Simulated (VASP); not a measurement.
# SiGeS3: relaxation of cell and atoms with PBE

The system is SiGeS3.

```
CELL_PARAMETERS angstrom
5.20309 0.00000 0.00000
-2.60154 4.50601 0.00000
0.00000 0.00000 4.68185
ATOMIC_POSITIONS crystal
Si 0.00000 0.00000 0.00000
Ge 0.33333 0.66667 0.50000
S 0.49502 0.50498 0.00000
S 0.49502 0.99005 0.00000
S 0.00995 0.50498 0.00000
```

| Property | Result |
| --- | --- |
| Program | VASP 6.6.1 |
| Task | relaxation of cell and atoms |
| Functional | PBE |
| Potentials or basis | VASP PAW PBE potentials, release 64 (Si, Ge_d, S) |
| Cutoff | 600 eV |
| k mesh | 6 × 6 × 4 |
| Occupations | gaussian, width 0.1 eV |
| Spin | no spin polarisation |
| Dipole correction | no |
| Further INCAR settings | ALGO = Normal; EDIFF = 1e-06; IBRION = 2; EDIFFG = -0.04; NSW = 90; ISIF = 3 |

* Relaxed volume: 20.61 Å³/atom
* Relaxed cell: a = 6.612 Å, b = 6.612 Å, c = 2.722 Å, α = 90.00°, β = 90.00°, γ = 120.00°
* Space group after relaxing (to 0.05 Å): P-6m2 (No. 187)
* Energy gained by relaxing: 305.7 meV/atom
* Ionic steps: 22
* Pressure after relaxing: 0.1 GPa
* Band gap on the k mesh: zero (band 18 reaches 6.41 eV, above the bottom of band 19 at 4.17 eV)

Stress tensor (GPa, compression positive):
```
 0.27  0.00  0.00
 0.00  0.27  0.00
 0.00  0.00 -0.22
```

Step by step:
| step | energy change (eV) | largest force (eV/Å) | pressure (GPa) | volume (Å³) |
| --- | --- | --- | --- | --- |
| 1 | 0.0000 | 0.7273 | 3.57 | 109.77 |
| 2 | -0.3011 | 0.2943 | -0.57 | 117.60 |
| 3 | -0.3288 | 0.1165 | -2.10 | 121.20 |
| 4 | -0.4220 | 0.1088 | -1.44 | 117.52 |
| 5 | -0.5132 | 0.1215 | -0.03 | 111.23 |
| 6 | -0.6133 | 0.0644 | 3.86 | 98.15 |
| 7 | -0.6076 | 0.1413 | 1.61 | 103.06 |
| 8 | -0.6230 | 0.0024 | 3.06 | 99.58 |
| 9 | -0.6920 | 0.0160 | 2.15 | 100.00 |
| 10 | -0.7838 | 0.7126 | -0.15 | 100.33 |
| 11 | -0.9248 | 0.7563 | -0.58 | 100.45 |
| 12 | -1.1840 | 0.7465 | -0.58 | 100.34 |
| 13 | -1.4947 | 0.2120 | 2.88 | 99.23 |
| 14 | -1.4738 | 0.1330 | 1.44 | 99.62 |
| 15 | -1.5007 | 0.1925 | 2.44 | 99.35 |
| 16 | -1.3871 | 0.1192 | 1.78 | 103.42 |
| 17 | -1.5066 | 0.1361 | 2.23 | 100.06 |
| 18 | -1.5260 | 0.1417 | -0.39 | 103.36 |
| 19 | -1.5270 | 0.0959 | 0.04 | 102.75 |
| 20 | -1.5270 | 0.0911 | 0.10 | 102.69 |
| 21 | -1.5278 | 0.0567 | 0.09 | 102.83 |
| 22 | -1.5283 | 0.0000 | 0.10 | 103.05 |

Final structure:
```cif
data_structure
_symmetry_space_group_name_H-M 'P 1'
_symmetry_Int_Tables_number 1
_cell_length_a 6.6118
_cell_length_b 6.6118
_cell_length_c 2.7220
_cell_angle_alpha 90.000
_cell_angle_beta 90.000
_cell_angle_gamma 120.000
_cell_volume 103.05
loop_
_atom_site_label
_atom_site_type_symbol
_atom_site_fract_x
_atom_site_fract_y
_atom_site_fract_z
_atom_site_occupancy
Si1 Si 0.00000 0.00000 0.00000 1
Ge1 Ge 0.33333 0.66667 0.50000 1
S1 S 0.50772 0.49228 0.00000 1
S2 S 0.50772 0.01544 0.00000 1
S3 S 0.98456 0.49228 0.00000 1
```

Levels at points of the mesh, in eV from the Fermi level:
```csv
k point,band 15,band 16,band 17,band 18,band 19,band 20,band 21,band 22
"(0.00, 0.00, 0.00)",-1.58,0.18,0.94,1.19,1.19,2.06,2.06,3.72
"(0.50, 0.00, 0.00)",-1.94,-1.24,0.68,1.09,1.83,1.95,2.05,4.68
"(0.00, 0.00, 0.50)",-2.95,-2.95,-2.17,-0.34,-0.34,0.01,1.87,1.87
"(0.50, 0.00, 0.50)",-2.62,-1.89,-1.62,-1.55,-1.02,-0.14,1.75,1.98
```

Wall time 12 min on 1 thread of AMD EPYC 7R43 64-Core Processor (Zen 3), on a shared host, peak memory 0.26 GiB.
